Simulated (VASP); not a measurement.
# NaTi (R-3m) in VASP: notebook

Runs on NaTi. Level: PBE. Tasks: single point, relaxation of cell and atoms.

Program: VASP 6.6.1. These are calculated values, not measurements. Logs are shortened: lines on timing, memory, paths and dates and some standing lists are left out, and cuts for length are marked.

**1. The cell of the first run**

Symmetry: R-3m, No. 166, trigonal system. The conventional cell has a = 2.916 Å, b = 2.916 Å, c = 13.930 Å, α = 90.00°, β = 90.00°, γ = 120.00°. Na (site symmetry -3m) has 6 Ti at 2.87 Å and 6 Na at 2.92 Å within 3.8 Å. Ti (site symmetry -3m) has 6 Na at 2.87 Å and 6 Ti at 2.92 Å within 3.8 Å.

**2. Single point, PBE**

The input, INCAR:

```
SYSTEM = NaTi
PREC = Accurate
ENCUT = 520
EDIFF = 1E-6
ISMEAR = 0
SIGMA = 0.1
LREAL = .FALSE.
LASPH = .TRUE.
NELM = 80
ALGO = Normal
ISIF = 2
LWAVE = .FALSE.
LCHARG = .TRUE.
GGA = PE
LELF = .TRUE.
LVHAR = .TRUE.
NBANDS = 16
```

The input, KPOINTS:

```
Automatic mesh
0
G
  6 6 6
  0 0 0
```

The input, POSCAR:

```
NaTi
1.0
    1.4578195840      0.8416725292      4.6434253415
   -1.4578195840      0.8416725292      4.6434253415
    0.0000000000     -1.6833450584      4.6434253415
Na Ti
1 1
Direct
    0.0000000000      0.0000000000      0.0000000000
    0.5000000000      0.5000000000      0.5000000000
```

Potentials or basis: VASP PAW PBE potentials, release 64 (Na_pv, Ti_sv).

Launch:

```sh
$ cat potpaw_PBE.64/Na_pv/POTCAR potpaw_PBE.64/Ti_sv/POTCAR > POTCAR
$ mpirun -np 1 vasp_std > vasp.out
```

OUTCAR:

```text
SYSTEM = NaTi
   PREC = Accurate
   ENCUT = 520
   EDIFF = 1E-6
   ISMEAR = 0
   LREAL = .FALSE.
   LASPH = .TRUE.
   NELM = 80
   ISIF = 2
   GGA = PE

 ion  position               nearest neighbor table
   1  0.000  0.000  0.000-
   2  0.500  0.500  0.500-

  LATTYP: Found a trigonal (rhomboedric) cell.
 ALAT       =     4.9391344877
 COS(alpha) =     0.8257648184

  Lattice vectors:

 A1 = (   1.4578195840,   0.8416725292,   4.6434253415)
 A2 = (  -1.4578195840,   0.8416725292,   4.6434253415)
 A3 = (   0.0000000000,  -1.6833450584,   4.6434253415)

Analysis of symmetry for initial positions (statically):
=====================================================================
 Subroutine PRICEL returns:
 Original cell was already a primitive cell.

 Routine SETGRP: Setting up the symmetry group for a
 trigonal (rhombohedral) supercell.

 Subroutine GETGRP returns: Found 12 space group operations
 (whereof 12 operations were pure point group operations)
 out of a pool of 12 trial point group operations.

The static configuration has the point symmetry D_3d.

Analysis of symmetry for dynamics (positions and initial velocities):
=====================================================================
 Subroutine PRICEL returns:
 Original cell was already a primitive cell.

 Routine SETGRP: Setting up the symmetry group for a
 trigonal (rhombohedral) supercell.

 Subroutine GETGRP returns: Found 12 space group operations
 (whereof 12 operations were pure point group operations)
 out of a pool of 12 trial point group operations.

The dynamic configuration has the point symmetry D_3d.

 Subroutine INISYM returns: Found 12 space group operations
 (whereof 12 operations are pure point group operations),
 and found     1 'primitive' translations

----------------------------------------------------------------------------------------

                                     Primitive cell

  volume of cell :      34.1851

  direct lattice vectors                    reciprocal lattice vectors
     1.457819584  0.841672529  4.643425342     0.342977969  0.198018423  0.071786087
    -1.457819584  0.841672529  4.643425342    -0.342977969  0.198018423  0.071786087
     0.000000000 -1.683345058  4.643425342     0.000000000 -0.396036845  0.071786087

  length of vectors
     4.939134488  4.939134488  4.939134488     0.402490280  0.402490280  0.402490280

  position of ions in fractional coordinates (direct lattice)
     0.000000000  0.000000000  0.000000000
     0.500000000  0.500000000  0.500000000

  ion indices of the primitive-cell ions
   primitive index   ion index
                 1           1
                 2           2

----------------------------------------------------------------------------------------

 KPOINTS: Automatic mesh

Automatic generation of k-mesh.
 Grid dimensions read from file:
 generate k-points for:    6    6    6

 Generating k-lattice:

  Cartesian coordinates                     Fractional coordinates (reciprocal lattice)
     0.057162995  0.033003070  0.011964348     0.166666667  0.000000000  0.000000000
    -0.057162995  0.033003070  0.011964348     0.000000000  0.166666667  0.000000000
     0.000000000 -0.066006141  0.011964348     0.000000000  0.000000000  0.166666667

  Length of vectors
     0.067081713  0.067081713  0.067081713

  Shift w.r.t. Gamma in fractional coordinates (k-lattice)
     0.000000000  0.000000000  0.000000000

 Subroutine IBZKPT returns following result:
 ===========================================

 Found     32 irreducible k-points:

 Following reciprocal coordinates:
            Coordinates               Weight
  0.000000  0.000000  0.000000      1.000000
  0.166667  0.000000  0.000000      6.000000
  0.333333 -0.000000 -0.000000      6.000000
  0.500000 -0.000000 -0.000000      3.000000
  0.166667  0.166667 -0.000000      6.000000
  0.333333  0.166667 -0.000000     12.000000
[... 16 lines left out ...]
  0.500000  0.500000  0.166667      6.000000
 -0.333333  0.500000  0.166667     12.000000
 [... further k-points ...]
   k-points           NKPTS =     32   k-points in BZ     NKDIM =     32   number of bands    NBANDS=     16
   number of dos      NEDOS =    301   number of ions     NIONS =      2
   total plane-waves  NPLWV =  64000
   dimension x,y,z NGX =    40 NGY =   40 NGZ =   40
   dimension x,y,z NGXF=    80 NGYF=   80 NGZF=   80
   ions per type =               1   1
   NGX,Y,Z   is equivalent  to a cutoff of  13.46, 13.46, 13.46 a.u.
   NGXF,Y,Z  is equivalent  to a cutoff of  26.93, 26.93, 26.93 a.u.
 SYSTEM =  NaTi
   PREC   = accura    normal or accurate (medium, high low for compatibility)
   ISTART =      0    job   : 0-new  1-cont  2-samecut
   ICHARG =      2    charge: 1-file 2-atom 10-const
   ISPIN  =      1    spin polarized calculation?
   LNONCOLLINEAR =      F non collinear calculations
   LSORBIT =      F    spin-orbit coupling
   LASPH  =      T    aspherical Exc in radial PAW
   ENCUT  =  520.0 eV  38.22 Ry    6.18 a.u.   9.18  9.18  9.18*2*pi/ulx,y,z
   NELM   =     80;   NELMIN=  2; NELMDL= -5     # of ELM steps
   EDIFF  = 0.1E-05   stopping-criterion for ELM
   LREAL  =      F    real-space projection
   EDIFFG = 0.1E-04   stopping-criterion for IOM
   NSW    =      0    number of steps for IOM
   IBRION =     -1    ionic relax: 0-MD 1-quasi-New 2-CG
   NFREE  =      0    steps in history (QN), initial steepest desc. (CG)
   ISIF   =      2    stress and relaxation
   ISYM   =      2    0-nonsym 1-usesym 2-fastsym
   POTIM  = 0.5000    time-step for ionic-motion
   TEBEG  =    0.0;   TEEND  =   0.0 temperature during run
   PSTRESS=    0.0 pullay stress
   NELECT =      19.0000    total number of electrons
   NUPDOWN=      -1.0000    fix difference up-down
   EMIN   =  10.00;   EMAX   =-10.00  energy-range for DOS
   EFERMI =   0.00;   METHOD = LEGACY
   ISMEAR =     0;   SIGMA  =   0.10  broadening in eV -4-tet -1-fermi 0-gaus
   EFERMI_NEDOS =   21; number of points for ismear=-14 and -15
   IALGO  =     38    algorithm
   IMIX   =      4    mixing-type and parameters
     AMIX     =   0.40;   BMIX     =  1.00
     AMIX_MAG =   1.60;   BMIX_MAG =  1.00
  volume/ion in A,a.u.               =      17.09       115.35
  Fermi-wavevector in a.u.,A,eV,Ry     =   1.346006  2.543583 24.650130  1.811733
  Thomas-Fermi vector in A             =   2.473873
   LORBIT       =      0    0 simple, 1 ext, 2 COOP (PROOUT), +10 PAW based schemes
   GGA     = PE    functional components
   LHFCALC =     F    Hartree Fock is set to
   AEXX    =    0.0000 exact exchange contribution
   IVDW    =     0    specifies the selected vdW correction
   LEPSILON=     F    determine dielectric tensor
   LRPA    =     F    only Hartree local field effects (RPA)
 non-spin polarized calculation
 Gauss-broadening in eV      SIGMA  =   0.10
  energy-cutoff  :      520.00
  volume of cell :       34.19
 maximum number of plane-waves:       948
 NGX is ok and might be reduce to    40
   NGX = 19   NGY = 19   NGZ = 19

 number of electron      18.9999999 magnetization

 Free energy of the ion-electron system (eV)
  ---------------------------------------------------
  ext. energy  EPLUGINS =         0.00000000
  ---------------------------------------------------
  free energy    TOTEN  =        -7.07053553 eV

  energy without entropy =       -7.05078012  energy(sigma->0) =       -7.06065782

 E-fermi :   5.8971     XC(G=0): -10.2877

 val. band max:        5.8772299553   @ k =  -0.1667   0.1667   0.0000
 cond. band min:       5.9118027820   @ k =   0.5000   0.1667   0.1667
 fundamental gap:      0.0345728267
 Fermi energy:         5.8971436203

 k-point     1 :       0.0000    0.0000    0.0000
  band No.  band energies     occupation
      1     -50.8928      2.00000
      2     -27.3951      2.00000
      3     -26.7716      2.00000
      4     -26.7716      2.00000
      5     -18.2076      2.00000
      6     -18.0751      2.00000
[... 8 lines left out ...]
     15      11.6927      0.00000
     16      21.0430      0.00000

 k-point     2 :       0.1667    0.0000    0.0000
  band No.  band energies     occupation
      1     -50.8735      2.00000
      2     -27.3750      2.00000
      3     -26.8983      2.00000
      4     -26.8006      2.00000
      5     -18.1974      2.00000
      6     -18.1539      2.00000
[... 8 lines left out ...]
     15      12.0601      0.00000
     16      17.7258      0.00000

 k-point     3 :       0.3333   -0.0000   -0.0000
  band No.  band energies     occupation
      1     -50.8347      2.00000
      2     -27.3345      2.00000
      3     -27.1462      2.00000
      4     -26.8580      2.00000
      5     -18.3075      2.00000
      6     -18.1770      2.00000
[... 8 lines left out ...]
     15      12.6449      0.00000
     16      13.9822      0.00000

 k-point     4 :       0.5000   -0.0000   -0.0000
  band No.  band energies     occupation
      1     -50.8152      2.00000
      2     -27.3142      2.00000
      3     -27.2675      2.00000
      4     -26.8865      2.00000
      5     -18.3823      2.00000
      6     -18.1666      2.00000
[... 8 lines left out ...]
     15      10.9904      0.00000
     16      14.5185      0.00000
[... 324 lines left out ...]
 k-point    22 :      -0.1667    0.3333    0.1667
  band No.  band energies     occupation
      1     -50.8152      2.00000
      2     -27.3155      2.00000
      3     -27.2049      2.00000
      4     -26.9528      2.00000
      5     -18.3400      2.00000
      6     -18.1816      2.00000
[... 8 lines left out ...]
     15      13.0711      0.00000
     16      13.3882      0.00000

 k-point    23 :       0.5000    0.5000    0.1667
  band No.  band energies     occupation
      1     -50.8347      2.00000
      2     -27.3356      2.00000
      3     -27.1476      2.00000
      4     -26.8582      2.00000
      5     -18.3025      2.00000
      6     -18.1751      2.00000
[... 8 lines left out ...]
     15      13.6430      0.00000
     16      16.0364      0.00000

 k-point    24 :      -0.3333    0.5000    0.1667
  band No.  band energies     occupation
      1     -50.8152      2.00000
      2     -27.3161      2.00000
      3     -27.2058      2.00000
      4     -26.9528      2.00000
      5     -18.3368      2.00000
      6     -18.1819      2.00000
[... 8 lines left out ...]
     15      12.1407      0.00000
     16      14.3674      0.00000

 [... further k-points ...]

------------------------ aborting loop because EDIFF is reached ----------------------------------------

  FORCE on cell =-STRESS in cart. coord.  units (eV):
  Direction    XX          YY          ZZ          XY          YZ          ZX
  --------------------------------------------------------------------------------------
  -------------------------------------------------------------------------------------
  Total        1.7363760      1.7363760      6.2230670      0.0000000     -0.0000000      0.0000000
  in kB       81.3800034     81.3800034    291.6610327      0.0000000     -0.0000000      0.0000000
  external PRESSURE =     151.4736799 kB  Pullay stress =       0.0000000 kB

 VOLUME and BASIS-vectors are now :
 -----------------------------------------------------------------------------
  energy-cutoff  :      520.00
  volume of cell :       34.19
      direct lattice vectors                 reciprocal lattice vectors
     1.457819584  0.841672529  4.643425342     0.342977969  0.198018423  0.071786087
    -1.457819584  0.841672529  4.643425342    -0.342977969  0.198018423  0.071786087
     0.000000000 -1.683345058  4.643425342     0.000000000 -0.396036845  0.071786087

 POSITION                                       TOTAL-FORCE (eV/Angst)
 -----------------------------------------------------------------------------------
      0.00000      0.00000      0.00000         0.000000     -0.000000      0.000000
      0.00000      0.00000      6.96514        -0.000000      0.000000      0.000000
 -----------------------------------------------------------------------------------
    total drift:                               -0.000000      0.000000      0.000000

  FREE ENERGIE OF THE ION-ELECTRON SYSTEM (eV)
  ---------------------------------------------------
  free  energy   TOTEN  =        -7.0705355317 eV

  energy  without entropy=       -7.0507801157  energy(sigma->0) =       -7.06065782
```

Wall time 42 s (1 thread of Intel Xeon 6975P-C (Granite Rapids), shared host); peak memory 0.22 GiB.

What came out:

```
Free energy            : -7.0705 eV
Pressure               : 15.1 GPa
Band gap on the k mesh : zero (an odd number of electrons rules out a gap without spin polarisation)
```

Stress tensor (GPa, compression positive):
```
 8.14  0.00  0.00
 0.00  8.14  0.00
 0.00  0.00 29.17
```

Caveat: the k points lie up to 0.42 Å⁻¹ apart, too coarse for converged energies and pressures of a metal.

**3. Single point, PBE**

This run uses another cell than the first one, of 21.60 Å³/atom.

The input, INCAR:

```
  PREC = Accurate
  ENCUT = 520
  EDIFF = 1E-6
  ISMEAR = 0
  SIGMA = 0.1
  LREAL = F
  LASPH = T
  NELM = 100
  ALGO = Normal
  ISIF = 2
  LWAVE = F
  LCHARG = T
  GGA = PE
  LELF = T
  LVHAR = T
  NBANDS = 16
```

The input, KPOINTS:

```
regular mesh
0
Gamma
  6 6 6
```

The input, POSCAR:

```
NaTi
1.0
    1.4404741119      0.8316581163      6.0101315705
   -1.4404741119      0.8316581163      6.0101315705
    0.0000000000     -1.6633162326      6.0101315705
Na Ti
1 1
Direct
    0.0000000000      0.0000000000      0.0000000000
    0.5000000000      0.5000000000      0.5000000000
```

Potentials or basis: VASP PAW PBE potentials, release 64 (Na_pv, Ti_sv).

Launch:

```sh
$ cat potpaw_PBE.64/Na_pv/POTCAR potpaw_PBE.64/Ti_sv/POTCAR > POTCAR
$ mpirun -np 1 vasp_std > vasp.out
```

It took 78 s on 1 thread of Intel Xeon 6975P-C (Granite Rapids), shared host; peak memory 0.29 GiB.

Results (log left out):

- Free energy: -7.8910 eV
- Pressure: -0.1 GPa
- Band gap on the k mesh: zero (an odd number of electrons rules out a gap without spin polarisation)

Stress tensor (GPa, compression positive):
```
-0.14  0.00  0.00
 0.00 -0.14  0.00
 0.00  0.00 -0.03
```

Levels at points of the mesh, in eV from the Fermi level:
```
           k point  band 7  band 8  band 9  band 10  band 11  band 12  band 13  band 14
(0.00, 0.00, 0.00)  -24.45   -4.96   -1.82    -0.72     1.06     1.06     2.48     2.56
(0.50, 0.00, 0.00)  -24.41   -1.65   -0.78     0.78     1.25     2.04     3.58     4.08
(0.50, 0.50, 0.00)  -24.41   -1.63   -0.87     1.02     1.34     2.04     2.82     3.58
(0.50, 0.50, 0.50)  -24.45   -4.36   -3.20    -0.54     1.06     1.06     2.56     2.56
```

Caveat: the k points lie up to 0.42 Å⁻¹ apart, too coarse for converged energies and pressures of a metal.

**4. Relaxation of cell and atoms, PBE**

The input, INCAR:

```
SYSTEM = NaTi
PREC = Accurate
ENCUT = 600
EDIFF = 1E-7
ISMEAR = 0
SIGMA = 0.1
LREAL = .False.
LASPH = .True.
NELM = 100
ALGO = Fast
ISIF = 3
LWAVE = .False.
LCHARG = .False.
GGA = PE
IBRION = 2
NSW = 90
EDIFFG = -0.04
```

The input, KPOINTS:

```
regular mesh
0
Gamma
  6 6 6
  0 0 0
```

The input, POSCAR:

```
NaTi
1.0
    1.4578195840      0.8416725292      4.6434253415
   -1.4578195840      0.8416725292      4.6434253415
    0.0000000000     -1.6833450584      4.6434253415
Na Ti
1 1
Direct
    0.0000000000      0.0000000000      0.0000000000
    0.5000000000      0.5000000000      0.5000000000
```

Launch:

```sh
$ cat potpaw_PBE.64/Na_pv/POTCAR potpaw_PBE.64/Ti_sv/POTCAR > POTCAR
$ mpirun -np 1 vasp_std > vasp.out
```

Wall time 20 min (1 thread of Intel Xeon 6975P-C (Granite Rapids), shared host); peak memory 0.32 GiB.

The run converged. Its results:

```
Free energy                           : -7.8832 eV
Relaxed volume                        : 21.45 Å³/atom
Relaxed cell                          : a = 6.218 Å, b = 6.218 Å, c = 6.218 Å, α = 26.74°, β = 26.74°, γ = 26.74°
Space group after relaxing (to 0.1 Å) : R-3m (No. 166)
Energy gained by relaxing             : 406.4 meV/atom
Ionic steps                           : 10
Pressure after relaxing               : 0.1 GPa
Band gap on the k mesh                : zero (an odd number of electrons rules out a gap without spin polarisation)
```

Stress tensor (GPa, compression positive):
```
 0.10  0.00  0.00
 0.00  0.10  0.00
 0.00  0.00 -0.01
```

Step by step:
| step | energy change (eV) | largest force (eV/Å) | pressure (GPa) | volume (Å³) |
| --- | --- | --- | --- | --- |
| 1 | 0.0000 | 0.0000 | 15.17 | 34.19 |
| 2 | -0.3508 | 0.0000 | 2.75 | 42.70 |
| 3 | -0.3221 | 0.0000 | -1.26 | 49.62 |
| 4 | -0.5797 | 0.0000 | -5.49 | 51.48 |
| 5 | -0.6098 | 0.0000 | -4.90 | 50.09 |
| 6 | -0.7970 | 0.0000 | -0.92 | 43.88 |
| 7 | -0.8073 | 0.0000 | 0.43 | 42.45 |
| 8 | -0.8075 | 0.0000 | 0.64 | 42.25 |
| 9 | -0.8125 | 0.0000 | 0.23 | 42.72 |
| 10 | -0.8129 | 0.0000 | 0.06 | 42.90 |

Final structure:
```
CELL_PARAMETERS angstrom
1.43770 0.83006 5.99185
-1.43770 0.83006 5.99185
0.00000 -1.66011 5.99185
ATOMIC_POSITIONS crystal
Na 0.00000 0.00000 0.00000
Ti 0.50000 0.50000 0.50000
```

Levels at points of the mesh, in eV from the Fermi level:
```csv
k point,band 6,band 7,band 8,band 9,band 10,band 11,band 12,band 13
"(0.00, 0.00, 0.00)",-24.45,-24.45,-4.97,-1.82,-0.72,1.07,1.07,2.58
"(0.50, 0.00, 0.00)",-24.52,-24.41,-1.66,-0.79,0.79,1.26,2.05,3.61
"(0.50, 0.50, 0.00)",-24.52,-24.41,-1.64,-0.88,1.02,1.35,2.05,2.83
"(0.50, 0.50, 0.50)",-24.45,-24.45,-4.36,-3.22,-0.54,1.07,1.07,2.58
```

Caveat: the k points lie up to 0.42 Å⁻¹ apart in the final cell, too coarse for converged energies and pressures of a metal; the volume moved by over 15 % at a fixed basis, so the end points are rough.

(Part 1 of 2 ends here.)

The gap in the log of VASP goes by the Fermi energy; the results here count the filled bands.